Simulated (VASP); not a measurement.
The system is PbF2.

```
CELL_PARAMETERS angstrom
2.12108 1.22461 3.46602
-2.12108 1.22461 3.46602
0.00000 -2.44922 3.46602
ATOMIC_POSITIONS crystal
Pb 0.00000 0.00000 0.00000
F 0.24995 0.24995 0.24995
F 0.75005 0.75005 0.75005
```

Program: VASP 6.6.1. Alike in all runs: task single point; no spin polarisation; cell as given; k mesh 10 × 10 × 10; cutoff (eV) 520; smearing gaussian 0.05 eV.

Question: Order these runs on this cell by their pressure, lowest first.
A. level LDA; potentials or basis VASP PAW LDA potentials, release 64 (Pb_d, F)
B. level PBEsol; potentials or basis VASP PAW PBE potentials, release 64 (Pb_d, F)
C. level PBE; potentials or basis VASP PAW PBE potentials, release 64 (Pb_d, F)

Answer: A (-6.7 GPa), B (-3.7 GPa), C (-0.2 GPa).

Caveats: the cell stands under tension (at least some runs); the PAW data sets were made with another functional, which shifts forces and pressure a little (at least some runs).
